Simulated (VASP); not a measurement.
Wanted: the native input for a VASP 6.6.1 run.

```yaml
Task: single point
Functional: PBEsol
Potentials_or_basis: VASP PAW PBE potentials, release 64 (Ca_sv, Se)
Cutoff: 500 eV
k_mesh: 5 × 5 × 5
Occupations: gaussian, width 0.01 eV
Spin: no spin polarisation
Dipole_correction: no
Further_INCAR_settings: ALGO = Normal; EDIFF = 1e-06; NBANDS = 15
```

The structure of CaSe lies in POSCAR:

```
CaSe
1.0
    0.0000000000      3.2095431265      3.2095431265
    3.2095431265      0.0000000000      3.2095431265
    3.2095431265      3.2095431265      0.0000000000
Ca Se
1 1
Direct
    0.0000000000      0.0000000000      0.0000000000
    0.7500000000      0.7500000000      0.7500000000
```

These files were run (other wordings do the same):

INCAR

```
ALGO = Normal
EDIFF = 1E-6
ENCUT = 500
GGA = PS
GGA_COMPAT = False
ISIF = 2
ISMEAR = 0
LASPH = True
LCHARG = False
LREAL = False
LWAVE = False
NBANDS = 15
NELM = 120
PREC = Accurate
SIGMA = 0.01
```

KPOINTS

```
k-points
0
Gamma
  5 5 5
```

Potentials or basis: VASP PAW PBE potentials, release 64 (Ca_sv, Se).

Launch:

```sh
$ cat potpaw_PBE.64/Ca_sv/POTCAR potpaw_PBE.64/Se/POTCAR > POTCAR
$ mpirun -np 1 vasp_std > vasp.out
```

Results of the run:

```
Pressure               : 1.6 GPa
Band gap on the k mesh : 3.26 eV (least direct gap 3.38 eV)
```

Caveat: the PAW data sets were made with another functional, which shifts forces and pressure a little; an odd mesh through Γ misses points on the zone boundary, where band edges can lie.

Wall time 12 s on 1 thread of AMD EPYC 7R13 Processor (Zen 3) (shared host), peak memory 0.17 GiB.
